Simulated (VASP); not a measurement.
Runs of VASP 6.6.1 on Rh. The structure is that of space group Fm-3m (No. 225), or close to it. The cells are those of the table. 

| cell | gap on the mesh (eV) | pressure (GPa) |
| --- | --- | --- |
| a = 2.728 Å, angles 60.0°, 1 atom | none | (b) |
| a = 2.615 Å, angles 60.0°, 1 atom | none | (a) |
| a = 2.684 Å, angles 60.0°, 1 atom | none | 7.7 |
| a = 2.706 Å, angles 60.0°, 1 atom | none | 0.8 |
| a = 2.771 Å, angles 60.0°, 1 atom | none | -14.7 |

Alike in all rows: task single point; level PBE; potentials or basis VASP PAW PBE potentials, release 64 (Rh_pv); no spin polarisation; k mesh 13 × 13 × 13; cutoff (eV) 500; smearing methfessel-paxton 0.05 eV.

Task: Estimate the missing entries.

Result: (a) 35.6; (b) -5.2.

A k mesh can miss the band edges, and the runs leave out spin-orbit coupling on Rh.

A gap of «none» marks levels without a gap at the run's occupations.
